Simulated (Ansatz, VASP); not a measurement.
## Pt2F3 in VASP and in Ansatz

```
Pt F
1.0
     4.56654    0.00000    0.00000
    -2.28327    3.95474    0.00000
     0.00000    0.00000    4.05506
Pt F
2 3
Cartesian
  0.0000 2.6365 0.0000
  2.2833 1.3182 0.0000
  0.0000 0.0000 0.0000
  0.0000 2.6365 2.0275
  2.2833 1.3182 2.0275
```

Alike in both runs: functional PBE; k mesh 12 × 12 × 10; occupations gaussian, width 0.1 eV; no spin polarisation.

Ansatz relaxed the structure, and its values are those at the end. VASP's run is a single point on that final structure, the one shown.

|  | VASP | Ansatz |
| --- | --- | --- |
| version | VASP 6.6.1 | Ansatz 0.2.0 |
| potentials or method | VASP PAW PBE potentials, release 64 (Pt, F), cutoff 520 eV | scalar-relativistic, plane waves, PAW |
| valence electrons in the cell | 41 | 57 |

```tsv
	VASP	Ansatz	Ansatz less VASP
gap on the k mesh at the Fermi level (eV)	none	none	-
pressure (GPa)	-0.1	0.0	+0.07
```

A gap of «none» marks a metal or a gap that the smearing closes. With one functional, cell and mesh, what is left measures potentials, basis and numerics. VASP's potentials hold 41 valence electrons a cell and Ansatz's 57, so a difference there can come from the potentials and not from the codes.

Spin-orbit coupling is off throughout.
